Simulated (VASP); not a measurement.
# YTl (Pm-3m) in VASP: further runs

YTl is run at these levels: LDA; tasks: single point, relaxation of cell and atoms.

Program: VASP 6.6.1. These are calculated values, not measurements. Logs are shortened: lines on timing, memory, paths and dates and some standing lists are left out, and cuts for length are marked.

## Step 1: The cell of the first run

It takes space group Pm-3m (No. 221, cubic). The conventional cell has a = 3.620 Å, b = 3.620 Å, c = 3.620 Å, α = 90.00°, β = 90.00°, γ = 90.00°. Within 4.1 Å of Y (site symmetry m-3m) lie 8 Tl at 3.13 Å and 6 Y at 3.62 Å. Tl (site symmetry m-3m) has 8 Y at 3.13 Å and 6 Tl at 3.62 Å within 4.1 Å.

## Step 2: Single point, LDA

Input file INCAR:

```
SYSTEM = YTl
ALGO = Normal ; EDIFF = 1E-6
ENCUT = 520 ; GGA = CA
ISIF = 2 ; ISMEAR = -1
LASPH = .True. ; LCHARG = .True.
LELF = .True. ; LREAL = .False.
LVHAR = .True. ; LWAVE = .False.
NBANDS = 19 ; NELM = 80
PREC = Accurate ; SIGMA = 0.15
```

Input file KPOINTS:

```
k-points
0
Gamma
  12 12 12
  0 0 0
```

Input file POSCAR:

```
YTl
1.0
    3.6195350122      0.0000000000      0.0000000000
    0.0000000000      3.6195350122      0.0000000000
    0.0000000000      0.0000000000      3.6195350122
Y Tl
1 1
Direct
    0.5000000000      0.5000000000      0.5000000000
    0.0000000000      0.0000000000      0.0000000000
```

Potentials or basis: VASP PAW LDA potentials, release 64 (Y_sv, Tl_d).

The run is started by

```bash
> cat potpaw_LDA.64/Y_sv/POTCAR potpaw_LDA.64/Tl_d/POTCAR > POTCAR
> mpirun -np 1 vasp_std > vasp.out
```

OUTCAR:

```text
SYSTEM = YTl
   EDIFF = 1E-6
   ENCUT = 520
   GGA = CA
   ISIF = 2
   ISMEAR = -1
   LASPH = .True.
   LREAL = .False.
   NELM = 80
   PREC = Accurate

 ion  position               nearest neighbor table
   1  0.500  0.500  0.500-   2 3.13   2 3.13   2 3.13   2 3.13   2 3.13   2 3.13   2 3.13   2 3.13

   2  0.000  0.000  0.000-   1 3.13   1 3.13   1 3.13   1 3.13   1 3.13   1 3.13   1 3.13   1 3.13

  LATTYP: Found a simple cubic cell.
 ALAT       =     3.6195350122

  Lattice vectors:

 A1 = (   3.6195350122,   0.0000000000,   0.0000000000)
 A2 = (   0.0000000000,   3.6195350122,   0.0000000000)
 A3 = (   0.0000000000,   0.0000000000,   3.6195350122)

Analysis of symmetry for initial positions (statically):
=====================================================================
 Subroutine PRICEL returns:
 Original cell was already a primitive cell.

 Routine SETGRP: Setting up the symmetry group for a
 simple cubic supercell.

 Subroutine GETGRP returns: Found 48 space group operations
 (whereof 48 operations were pure point group operations)
 out of a pool of 48 trial point group operations.

The static configuration has the point symmetry O_h .

Analysis of symmetry for dynamics (positions and initial velocities):
=====================================================================
 Subroutine PRICEL returns:
 Original cell was already a primitive cell.

 Routine SETGRP: Setting up the symmetry group for a
 simple cubic supercell.

 Subroutine GETGRP returns: Found 48 space group operations
 (whereof 48 operations were pure point group operations)
 out of a pool of 48 trial point group operations.

The dynamic configuration has the point symmetry O_h .

 Subroutine INISYM returns: Found 48 space group operations
 (whereof 48 operations are pure point group operations),
 and found     1 'primitive' translations

----------------------------------------------------------------------------------------

                                     Primitive cell

  volume of cell :      47.4197

  direct lattice vectors                    reciprocal lattice vectors
     3.619535012  0.000000000  0.000000000     0.276278582  0.000000000  0.000000000
     0.000000000  3.619535012  0.000000000     0.000000000  0.276278582  0.000000000
     0.000000000  0.000000000  3.619535012     0.000000000  0.000000000  0.276278582

  length of vectors
     3.619535012  3.619535012  3.619535012     0.276278582  0.276278582  0.276278582

  position of ions in fractional coordinates (direct lattice)
     0.500000000  0.500000000  0.500000000
     0.000000000  0.000000000  0.000000000

  ion indices of the primitive-cell ions
   primitive index   ion index
                 1           1
                 2           2

----------------------------------------------------------------------------------------

 KPOINTS: k-points

Automatic generation of k-mesh.
 Grid dimensions read from file:
 generate k-points for:   12   12   12

 Generating k-lattice:

  Cartesian coordinates                     Fractional coordinates (reciprocal lattice)
     0.023023215  0.000000000  0.000000000     0.083333333  0.000000000  0.000000000
     0.000000000  0.023023215  0.000000000     0.000000000  0.083333333  0.000000000
     0.000000000  0.000000000  0.023023215     0.000000000  0.000000000  0.083333333

  Length of vectors
     0.023023215  0.023023215  0.023023215

  Shift w.r.t. Gamma in fractional coordinates (k-lattice)
     0.000000000  0.000000000  0.000000000

 Subroutine IBZKPT returns following result:
 ===========================================

 Found     84 irreducible k-points:

 Following reciprocal coordinates:
            Coordinates               Weight
  0.000000  0.000000  0.000000      1.000000
  0.083333  0.000000  0.000000      6.000000
  0.166667  0.000000  0.000000      6.000000
  0.250000  0.000000  0.000000      6.000000
  0.333333  0.000000  0.000000      6.000000
  0.416667  0.000000  0.000000      6.000000
[... 16 lines left out ...]
  0.333333  0.333333  0.000000     12.000000
  0.416667  0.333333  0.000000     24.000000
 [... further k-points ...]
   k-points           NKPTS =     84   k-points in BZ     NKDIM =     84   number of bands    NBANDS=     19
   number of dos      NEDOS =    301   number of ions     NIONS =      2
   total plane-waves  NPLWV =  21952
   dimension x,y,z NGX =    28 NGY =   28 NGZ =   28
   dimension x,y,z NGXF=    56 NGYF=   56 NGZF=   56
   ions per type =               1   1
   NGX,Y,Z   is equivalent  to a cutoff of  12.86, 12.86, 12.86 a.u.
   NGXF,Y,Z  is equivalent  to a cutoff of  25.72, 25.72, 25.72 a.u.
 SYSTEM =  YTl
   PREC   = accura    normal or accurate (medium, high low for compatibility)
   ISTART =      0    job   : 0-new  1-cont  2-samecut
   ICHARG =      2    charge: 1-file 2-atom 10-const
   ISPIN  =      1    spin polarized calculation?
   LNONCOLLINEAR =      F non collinear calculations
   LSORBIT =      F    spin-orbit coupling
   LASPH  =      T    aspherical Exc in radial PAW
   ENCUT  =  520.0 eV  38.22 Ry    6.18 a.u.   6.73  6.73  6.73*2*pi/ulx,y,z
   NELM   =     80;   NELMIN=  2; NELMDL= -5     # of ELM steps
   EDIFF  = 0.1E-05   stopping-criterion for ELM
   LREAL  =      F    real-space projection
   EDIFFG = 0.1E-04   stopping-criterion for IOM
   NSW    =      0    number of steps for IOM
   IBRION =     -1    ionic relax: 0-MD 1-quasi-New 2-CG
   NFREE  =      0    steps in history (QN), initial steepest desc. (CG)
   ISIF   =      2    stress and relaxation
   ISYM   =      2    0-nonsym 1-usesym 2-fastsym
   POTIM  = 0.5000    time-step for ionic-motion
   TEBEG  =    0.0;   TEEND  =   0.0 temperature during run
   PSTRESS=    0.0 pullay stress
   NELECT =      24.0000    total number of electrons
   NUPDOWN=      -1.0000    fix difference up-down
   EMIN   =  10.00;   EMAX   =-10.00  energy-range for DOS
   EFERMI =   0.00;   METHOD = LEGACY
   ISMEAR =    -1;   SIGMA  =   0.15  broadening in eV -4-tet -1-fermi 0-gaus
   EFERMI_NEDOS =   21; number of points for ismear=-14 and -15
   IALGO  =     38    algorithm
   IMIX   =      4    mixing-type and parameters
     AMIX     =   0.40;   BMIX     =  1.00
     AMIX_MAG =   1.60;   BMIX_MAG =  1.00
  volume/ion in A,a.u.               =      23.71       160.00
  Fermi-wavevector in a.u.,A,eV,Ry     =   1.304645  2.465422 23.158469  1.702099
  Thomas-Fermi vector in A             =   2.435567
   LORBIT       =      0    0 simple, 1 ext, 2 COOP (PROOUT), +10 PAW based schemes
   GGA     = CA    functional components
   LHFCALC =     F    Hartree Fock is set to
   AEXX    =    0.0000 exact exchange contribution
   IVDW    =     0    specifies the selected vdW correction
   LEPSILON=     F    determine dielectric tensor
   LRPA    =     F    only Hartree local field effects (RPA)
 non-spin polarized calculation
  energy-cutoff  :      520.00
  volume of cell :       47.42
 maximum number of plane-waves:      1328
 NGX is ok and might be reduce to    28
   NGX = 13   NGY = 13   NGZ = 13

 number of electron      23.9999993 magnetization

 Free energy of the ion-electron system (eV)
  ---------------------------------------------------
  ext. energy  EPLUGINS =         0.00000000
  ---------------------------------------------------
  free energy    TOTEN  =       -10.90001139 eV

  energy without entropy =      -10.80791818  energy(sigma->0) =      -10.85396479

 E-fermi :   6.8742     XC(G=0): -11.2476

 val. band max:        6.8390189427   @ k =   0.4167   0.0833   0.0833
 cond. band min:       6.8756729623   @ k =   0.5000   0.5000   0.0000
 fundamental gap:      0.0366540196
 Fermi energy:         6.8742383838

 k-point     1 :       0.0000    0.0000    0.0000
  band No.  band energies     occupation
      1     -35.6160      2.00000
      2     -15.6657      2.00000
      3     -15.6657      2.00000
      4     -15.6657      2.00000
      5      -5.1198      2.00000
      6      -5.1198      2.00000
[... 11 lines left out ...]
     18      10.7883      0.00000
     19      13.7021      0.00000

 k-point     2 :       0.0833    0.0000    0.0000
  band No.  band energies     occupation
      1     -35.6145      2.00000
      2     -15.6902      2.00000
      3     -15.6643      2.00000
      4     -15.6643      2.00000
      5      -5.1155      2.00000
      6      -5.0940      2.00000
[... 11 lines left out ...]
     18      11.5212      0.00000
     19      14.2768      0.00000

 k-point     3 :       0.1667    0.0000    0.0000
  band No.  band energies     occupation
      1     -35.6104      2.00000
      2     -15.7564      2.00000
      3     -15.6607      2.00000
      4     -15.6607      2.00000
      5      -5.1038      2.00000
      6      -5.0239      2.00000
[... 11 lines left out ...]
     18      12.5142      0.00000
     19      15.2509      0.00000

 k-point     4 :       0.2500    0.0000    0.0000
  band No.  band energies     occupation
      1     -35.6047      2.00000
      2     -15.8451      2.00000
      3     -15.6556      2.00000
      4     -15.6556      2.00000
      5      -5.0878      2.00000
      6      -4.9294      2.00000
[... 11 lines left out ...]
     18      13.5779      0.00000
     19      15.8748      0.00000

 k-point     5 :       0.3333    0.0000    0.0000
  band No.  band energies     occupation
      1     -35.5990      2.00000
      2     -15.9318      2.00000
      3     -15.6506      2.00000
      4     -15.6506      2.00000
      5      -5.0717      2.00000
      6      -4.8362      2.00000
[... 11 lines left out ...]
     18      14.7103      0.00000
     19      15.4380      0.00000
[... 334 lines left out ...]
      2     -15.9594      2.00000
      3     -15.7997      2.00000
      4     -15.6276      2.00000
      5      -4.9783      2.00000
      6      -4.9690      2.00000
[... 11 lines left out ...]
     18      14.3277      0.00000
     19      15.0404      0.00000

 k-point    22 :       0.5000    0.2500    0.0000
  band No.  band energies     occupation
      1     -35.5830      2.00000
      2     -15.9801      2.00000
      3     -15.7967      2.00000
      4     -15.6256      2.00000
      5      -4.9801      2.00000
      6      -4.9744      2.00000
[... 11 lines left out ...]
     18      13.8820      0.00000
     19      15.1036      0.00000

 k-point    23 :       0.3333    0.3333    0.0000
  band No.  band energies     occupation
      1     -35.5831      2.00000
      2     -15.8959      2.00000
      3     -15.8758      2.00000
      4     -15.6243      2.00000
      5      -4.9968      2.00000
      6      -4.9671      2.00000
[... 11 lines left out ...]
     18      14.2788      0.00000
     19      14.5883      0.00000

 k-point    24 :       0.4167    0.3333    0.0000
  band No.  band energies     occupation
      1     -35.5792      2.00000
      2     -15.9419      2.00000
      3     -15.8741      2.00000
      4     -15.6179      2.00000
      5      -5.0337      2.00000
      6      -4.9602      2.00000
[... 11 lines left out ...]
     18      13.7165      0.00000
     19      14.2886      0.00000

 [... further k-points ...]

------------------------ aborting loop because EDIFF is reached ----------------------------------------

  FORCE on cell =-STRESS in cart. coord.  units (eV):
  Direction    XX          YY          ZZ          XY          YZ          ZX
  --------------------------------------------------------------------------------------
  -------------------------------------------------------------------------------------
  Total        1.5077049      1.5077049      1.5077049      0.0000000     -0.0000000     -0.0000000
  in kB       50.9411304     50.9411304     50.9411304      0.0000000     -0.0000000     -0.0000000
  external PRESSURE =      50.9411304 kB  Pullay stress =       0.0000000 kB

 VOLUME and BASIS-vectors are now :
 -----------------------------------------------------------------------------
  energy-cutoff  :      520.00
  volume of cell :       47.42
      direct lattice vectors                 reciprocal lattice vectors
     3.619535012  0.000000000  0.000000000     0.276278582  0.000000000  0.000000000
     0.000000000  3.619535012  0.000000000     0.000000000  0.276278582  0.000000000
     0.000000000  0.000000000  3.619535012     0.000000000  0.000000000  0.276278582

 POSITION                                       TOTAL-FORCE (eV/Angst)
 -----------------------------------------------------------------------------------
      1.80977      1.80977      1.80977         0.000000      0.000000      0.000000
      0.00000      0.00000      0.00000         0.000000      0.000000      0.000000
 -----------------------------------------------------------------------------------
    total drift:                               -0.000000      0.000000      0.000000

  FREE ENERGIE OF THE ION-ELECTRON SYSTEM (eV)
  ---------------------------------------------------
  free  energy   TOTEN  =       -10.9000113930 eV

  energy  without entropy=      -10.8079181814  energy(sigma->0) =      -10.85396479
```

It took 36 s on 1 thread of Intel Xeon Platinum 8488C (Sapphire Rapids), shared host; peak memory 0.22 GiB.

Results:

```yaml
Free_energy: -10.9000 eV
Pressure: 5.1 GPa
Band_gap_on_the_k_mesh: zero (band 12 reaches 6.96 eV, above the bottom of band 13 at 3.98 eV)
```

Caveat: spin-orbit coupling is left out, which moves the levels of the heavy elements.

(Continued in part 2 of 2.)
